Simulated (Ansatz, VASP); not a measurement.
# Two plane-wave programs on PbSe

File POSCAR:

```
PbSe
1.0
    0.0000000000      3.0696893639      3.0696893639
    3.0696893639      0.0000000000      3.0696893639
    3.0696893639      3.0696893639      0.0000000000
Pb Se
1 1
Direct
    0.0000000000      0.0000000000      0.0000000000
    0.5000000000      0.5000000000      0.5000000000
```

File INCAR.step1:

```
SYSTEM = PbSe
PREC = Accurate ; ENCUT = 520
EDIFF = 1E-5 ; ISMEAR = 0
SIGMA = 0.01 ; LREAL = .False.
LASPH = .True. ; NELM = 100
ALGO = Normal ; ISIF = 2
LWAVE = .True. ; LCHARG = .False.
NBANDS = 17 ; GGA = PE
```

Contents of INCAR.step2:

```
SYSTEM = PbSe
PREC = Accurate ; ENCUT = 520
EDIFF = 1E-6 ; ISMEAR = 0
SIGMA = 0.01 ; LREAL = .False.
LASPH = .True. ; NELM = 100
ALGO = Normal ; ISIF = 2
LWAVE = .False. ; LCHARG = .False.
GGA = PE ; LHFCALC = .True.
AEXX = 1.0 ; HFSCREEN = 0.3
PRECFOCK = Normal ; NBANDS = 17
ISTART = 1 ; ALDAC = 1.0
AGGAC = 1.0
```

Contents of KPOINTS:

```
regular mesh
0
Gamma
  4 4 4
  0 0 0
```

Input for Ansatz:

```yaml
crystal:
  lattice:
    - [0.0, 3.0696893639, 3.0696893639]
    - [3.0696893639, 0.0, 3.0696893639]
    - [3.0696893639, 3.0696893639, 0.0]
  atoms:
    - { symbol: Pb, position: [0.0, 0.0, 0.0] }
    - { symbol: Se, position: [0.5, 0.5, 0.5] }
kpoints:
  mp_grid: { grid: [4, 4, 4] }
hamiltonian:
  xc: { exchange: pbe, correlation: pbe, exx: { coeff: 1.0, omega: 0.3 } }
scf:
  occupations: { method: fixed }
  n_extra_bands: 4
output:
  forces: true
  stress: true
  eigenvalues: true
```

Alike in both runs: task single point; functional PBE-based screened hybrid; k mesh 4 × 4 × 4; no spin polarisation.

|  | VASP | Ansatz |
| --- | --- | --- |
| version | VASP 6.6.1 | Ansatz 0.2.0 |
| potentials or method | VASP PAW PBE potentials, release 64 (Pb_d, Se) | plane waves |
| plane-wave cutoff (eV) | 520 | 420 |
| occupations | gaussian, width 0.01 eV | fixed |
| valence electrons in the cell | 20 | 30 |

```csv
,VASP,Ansatz,Ansatz less VASP
gap on the k mesh at the Fermi level (eV),1.76,1.68,-0.080
pressure (GPa),-1.7,-1.3,+0.38
```

VASP's potentials were made for PBE, not for PBE-based screened hybrid. VASP's potentials hold 20 valence electrons a cell and Ansatz's 30, so a difference there can come from the potentials and not from the codes. Ansatz's warnings: stress exchange threshold loose, stress scf threshold loose.

The k mesh is coarse, so the values compare programs but aren't converged. Neither program's run includes spin-orbit coupling.
